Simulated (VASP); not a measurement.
Wanted: the native input for a VASP 6.6.1 run.

```yaml
Task: single point
Functional: PBEsol
Potentials_or_basis: VASP PAW PBE potentials, release 64 (Al)
Cutoff: 520 eV
k_mesh: 18 × 18 × 10
Occupations: gaussian, width 0.15 eV
Spin: no spin polarisation
Dipole_correction: no
Further_INCAR_settings: ALGO = Normal; EDIFF = 1e-06; NBANDS = 10
```

The structure of Al lies in POSCAR:

```
Al
1.0
    2.8896000000      0.0000000000      0.0000000000
   -1.4448000000      2.5024670068      0.0000000000
    0.0000000000      0.0000000000      4.3414000000
Al
2
Direct
    0.6666666667      0.3333333333      0.7500000000
    0.3333333333      0.6666666667      0.2500000000
```

These files were run (other wordings do the same):

INCAR

```
SYSTEM = Al
  ALGO = Normal
  EDIFF = 1E-6
  ENCUT = 520
  GGA = PS
  ISIF = 2
  ISMEAR = 0
  LASPH = .TRUE.
  LCHARG = .FALSE.
  LREAL = .FALSE.
  LWAVE = .FALSE.
  NBANDS = 10
  NELM = 100
  PREC = Accurate
  SIGMA = 0.15
```

KPOINTS

```
k-points
0
G
  18 18 10
  0 0 0
```

Potentials or basis: VASP PAW PBE potentials, release 64 (Al).

The run is started by

```console
$ cat potpaw_PBE.64/Al/POTCAR > POTCAR
$ mpirun -np 1 vasp_std > vasp.out
```

Results of the run:

```json
{
  "Pressure": "4.2 GPa",
  "Band gap on the k mesh": "zero (band 3 reaches 13.95 eV, above the bottom of band 4 at 5.06 eV)"
}
```

Caveat: the PAW data sets were made with another functional, which shifts forces and pressure a little.

Wall time 22 s on 1 thread of AMD EPYC 9R45 96-Core Processor (Zen 5), on a shared host, peak memory 0.15 GiB.
